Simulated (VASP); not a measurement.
# MnO: single point with PBE+U

MnO:

```
CELL_PARAMETERS angstrom
0.00000 2.29747 2.29747
2.29747 0.00000 2.29747
4.54302 4.54302 0.05193
ATOMIC_POSITIONS crystal
Mn 0.00000 0.00000 0.00000
Mn 0.00000 0.00000 0.50000
O 0.50000 0.50000 0.25000
O 0.50000 0.50000 0.75000
```

This cell differs from its parent crystal: volume scaled by 1.040.

```json
{
  "Program": "VASP 6.6.1",
  "Task": "single point",
  "Functional": "PBE",
  "Potentials or basis": "VASP PAW PBE potentials, release 64 (Mn_pv, O)",
  "Cutoff": "520 eV",
  "k mesh": "12 × 12 × 6",
  "Occupations": "gaussian, width 0.05 eV",
  "Spin": "collinear spin, antiferromagnetic start",
  "Starting moments": "[4.74, -4.74, 0.0, 0.0] μB",
  "Hubbard terms": "Mn d U = 3.9 eV",
  "Dipole correction": "no",
  "Further INCAR settings": "ALGO = Normal; EDIFF = 1e-06; NBANDS = 31"
}
```

| Property | Result |
| --- | --- |
| Pressure | -6.4 GPa |
| Band gap on the k mesh | 1.49 eV |
| Net moment | 0.00 μB per cell |
| Site moments | Mn +4.59, -4.59; O +0.00 μB |
| Valence electrons inside the program's atomic spheres | Mn 11.27; O 4.97 |

Levels at points of the mesh, in eV from the valence-band top:
Spin up:
```csv
k point,band 15,band 16,band 17,band 18,band 19,band 20,band 21,band 22,band 23,band 24
"(0.00, 0.00, 0.00)",-1.41,-1.41,-1.32,-0.53,-0.53,1.49,4.76,4.84,4.84,5.40
"(0.50, 0.00, 0.00)",-2.39,-2.29,-2.02,-0.35,-0.29,3.95,5.49,5.51,5.65,5.80
"(0.00, 0.00, 0.50)",-2.06,-2.00,-2.00,0.00,0.00,3.82,3.84,4.79,4.79,4.86
"(0.50, 0.00, 0.50)",-2.44,-2.39,-1.84,-0.60,-0.26,3.77,5.30,5.64,5.64,5.86
```
Spin down:
| k point | band 17 | band 18 | band 19 | band 20 | band 21 | band 22 |
| --- | --- | --- | --- | --- | --- | --- |
| (0.00, 0.00, 0.00) | -1.32 | -0.53 | -0.53 | 1.49 | 4.76 | 4.84 |
| (0.50, 0.00, 0.00) | -2.02 | -0.35 | -0.29 | 3.95 | 5.49 | 5.51 |
| (0.00, 0.00, 0.50) | -2.00 | 0.00 | 0.00 | 3.82 | 3.84 | 4.79 |
| (0.50, 0.00, 0.50) | -1.84 | -0.60 | -0.26 | 3.77 | 5.30 | 5.64 |

Eigenvalues of the final occupation matrices:
| site | spin | trace | eigenvalues |
| --- | --- | --- | --- |
| site 1 d | 1 | 4.75 | 0.94 0.94 0.94 0.97 0.97 |
| site 1 d | 2 | 0.19 | 0.02 0.02 0.02 0.07 0.07 |
| site 2 d | 1 | 0.19 | 0.02 0.02 0.02 0.07 0.07 |
| site 2 d | 2 | 4.75 | 0.94 0.94 0.94 0.97 0.97 |

It took 7.7 min on 1 thread of Oxide Virtual Turin-like Processor (shared host), peak memory 0.29 GiB.

 A k mesh can miss the band edges.
